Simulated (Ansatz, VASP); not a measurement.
## ZrO3: VASP beside Ansatz

```
Zr O
1.0
     4.11377    0.00000    0.01195
     0.00000    3.26135    0.00000
    -0.92288    0.00000    7.66218
Zr O
2 6
Direct
  0.28310 0.75000 0.65149
  0.71690 0.25000 0.34851
  0.86382 0.75000 0.19264
  0.13618 0.25000 0.80736
  0.24073 0.25000 0.45716
  0.75927 0.75000 0.54284
  0.49799 0.25000 0.80779
  0.50201 0.75000 0.19221
```

Alike in both runs: functional PBE; k mesh 6 × 6 × 4; occupations gaussian, width 0.1 eV; no spin polarisation.

Ansatz relaxed the structure, and its values are those at the end. VASP's run is a single point on that final structure, the one shown.

|  | VASP | Ansatz |
| --- | --- | --- |
| version | VASP 6.6.1 | Ansatz 0.2.0 |
| potentials or method | VASP PAW PBE potentials, release 64 (Zr_sv, O), cutoff 520 eV | scalar-relativistic, plane waves, PAW |
| valence electrons in the cell | 60 | 60 |

```tsv
	VASP	Ansatz	Ansatz less VASP
gap on the k mesh at the Fermi level (eV)	3.51	3.53	+0.028
least direct gap on the mesh (eV)	3.62	3.64	+0.013
pressure (GPa)	0.9	0.3	-0.60
rms of the force components (eV/Å)	0.106	0.006	-0.0999
```
